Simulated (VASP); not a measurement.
Set up this calculation in VASP 6.6.1, as the native input.

```yaml
Task: single point
Functional: PBE
Potentials_or_basis: VASP PAW PBE potentials, release 64 (Zn, O)
Cutoff: 520 eV
k_mesh: 9 × 9 × 6
Occupations: gaussian, width 0.02 eV
Spin: no spin polarisation
Dipole_correction: no
Further_INCAR_settings: ALGO = Normal; EDIFF = 1e-06; NBANDS = 26
```

The structure of ZnO (base) lies in POSCAR:

```
ZnO
1.0
    3.2794793292      0.0000000000      0.0000000000
   -1.6397396646      2.8401124103      0.0000000000
    0.0000000000      0.0000000000      5.2936316997
Zn O
2 2
Direct
    0.3333333333      0.6666666667      0.4999662192
    0.6666666667      0.3333333333     -0.0000337808
    0.6666666667      0.3333333333      0.3790437808
    0.3333333333      0.6666666667      0.8790437808
```

One way to write it, as run:

INCAR

```
SYSTEM = ZnO
ALGO = Normal
EDIFF = 1E-6
ENCUT = 520
GGA = PE
ISIF = 2
ISMEAR = 0
LASPH = .True.
LCHARG = .False.
LREAL = .False.
LWAVE = .False.
NBANDS = 26
NELM = 100
PREC = Accurate
SIGMA = 0.02
```

KPOINTS

```
k-points
0
Gamma
  9 9 6
  0 0 0
```

Potentials or basis: VASP PAW PBE potentials, release 64 (Zn, O).

Run with:

```bash
$ cat potpaw_PBE.64/Zn/POTCAR potpaw_PBE.64/O/POTCAR > POTCAR
$ mpirun -np 1 vasp_std > vasp.out
```

Results of the run:

```
Pressure               : 0.9 GPa
Band gap on the k mesh : 0.73 eV, direct
```

Wall time 24 s on 1 thread of AMD EPYC 9R45 96-Core Processor (Zen 5), with other jobs on the host, peak memory 0.16 GiB.
